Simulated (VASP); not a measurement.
Input of a VASP 6.6.1 run:

The input INCAR:

```
SYSTEM = V
PREC = Accurate ; ENCUT = 520
EDIFF = 1E-7 ; ISMEAR = 0
SIGMA = 0.028000000000000004 ; LREAL = .FALSE.
LASPH = .TRUE. ; NELM = 150
ALGO = Normal ; ISIF = 2
LWAVE = .FALSE. ; LCHARG = .FALSE.
ISPIN = 2 ; MAGMOM = 2
LORBIT = 11 ; LMAXMIX = 4
GGA = PE ; NBANDS = 16
```

Contents of KPOINTS:

```
regular mesh
0
G
  12 12 12
  0 0 0
```

File POSCAR:

```
V
1.0
   -1.5143500000      1.5143500000      1.5143500000
    1.5143500000     -1.5143500000      1.5143500000
    1.5143500000      1.5143500000     -1.5143500000
V
1
Direct
    0.0000000000      0.0000000000      0.0000000000
```

Potentials or basis: VASP PAW PBE potentials, release 64 (V_sv).

Command:

```bash
$ cat potpaw_PBE.64/V_sv/POTCAR > POTCAR
$ mpirun -np 1 vasp_std > vasp.out
```

(1) Predict the site moments.

(2) What does it give for the net moment?

(3) Estimate the pressure.

Answers

(1) V +0.11 μB.

(2) 0.13 μB per cell.

(3) -5.1 GPa.

Caveat: the cell stands under tension.
